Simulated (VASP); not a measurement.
Here is a VASP 6.6.1 calculation.

INCAR

```
SYSTEM = MgCd5O6
  PREC = Accurate
  ENCUT = 520
  EDIFF = 1E-7
  ISMEAR = 0
  SIGMA = 0.1
  LREAL = .False.
  LASPH = .True.
  NELM = 100
  ALGO = Normal
  ISIF = 2
  LWAVE = .False.
  LCHARG = .False.
  GGA = PE
  NBANDS = 61
```

KPOINTS

```
regular mesh
0
Gamma
  6 6 1
  0 0 0
```

The input POSCAR:

```
MgCd5O6
1.0
    3.3029701000      0.0000000000      0.0000000000
   -1.6514850000      2.8604560000      0.0000000000
    0.0000000000      0.0000000000     16.3892462000
Mg Cd O
1 5 6
Direct
    0.0000000000      0.0000000000      0.5000000000
    0.6666667000      0.3333333000      0.6574450000
    0.3333333000      0.6666667000      0.3425550000
    0.6666667000      0.3333333000      0.1712630000
    0.0000000000      0.0000000000      0.0000000000
    0.3333333000      0.6666667000      0.8287370000
    0.3333333000      0.6666667000      0.5691900000
    0.6666667000      0.3333333000      0.4308100000
    0.0000000000      0.0000000000      0.2570790000
    0.3333333000      0.6666667000      0.0856770000
    0.6666667000      0.3333333000      0.9143230000
    0.0000000000      0.0000000000      0.7429210000
```

Potentials or basis: VASP PAW PBE potentials, release 64 (Mg, Cd, O).

Command:

```bash
$ cat potpaw_PBE.64/Mg/POTCAR potpaw_PBE.64/Cd/POTCAR potpaw_PBE.64/O/POTCAR > POTCAR
$ mpirun -np 1 vasp_std > vasp.out
```

(1) Estimate the pressure.

(2) What does it give for the largest force?

Answers

(1) 1.1 GPa.

(2) 0.084 eV/Å.

Caveat: the k points lie up to 0.38 Å⁻¹ apart.
